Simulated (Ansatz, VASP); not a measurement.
# Zn3In4O in VASP and in Ansatz

```
CELL_PARAMETERS angstrom
3.27105 0.00000 0.00000
0.00000 3.27105 0.00000
0.00000 0.00000 16.72794
ATOMIC_POSITIONS crystal
Zn 0.00000 0.00000 0.50000
Zn 0.00000 0.00000 0.77053
Zn 0.00000 0.00000 0.22947
In 0.50000 0.00000 0.90787
In 0.50000 0.00000 0.36414
In 0.00000 0.50000 0.63586
In 0.00000 0.50000 0.09213
O 0.00000 0.00000 0.00000
```

Change from the starting cell: species swapped into the Pt4SeS3 type (P-4m2, No. 115).

Alike in both runs: functional PBE; k mesh 10 × 10 × 2; occupations gaussian, width 0.1 eV; no spin polarisation.

Ansatz relaxed the structure, and its values are those at the end. VASP's run is a single point on that final structure, the one shown.

|  | VASP | Ansatz |
| --- | --- | --- |
| version | VASP 6.6.1 | Ansatz 0.2.0 |
| potentials or method | VASP PAW PBE potentials, release 64 (Zn, In_d, O), cutoff 520 eV | scalar-relativistic, plane waves, PAW |
| valence electrons in the cell | 94 | 94 |

|  | VASP | Ansatz | Ansatz less VASP |
| --- | --- | --- | --- |
| gap on the k mesh at the Fermi level (eV) | none | none | - |
| pressure (GPa) | 0.1 | 0.0 | -0.06 |
| rms of the force components (eV/Å) | 0.006 | 0.001 | -0.0059 |

A gap of «none» marks a metal or a gap that the smearing closes.
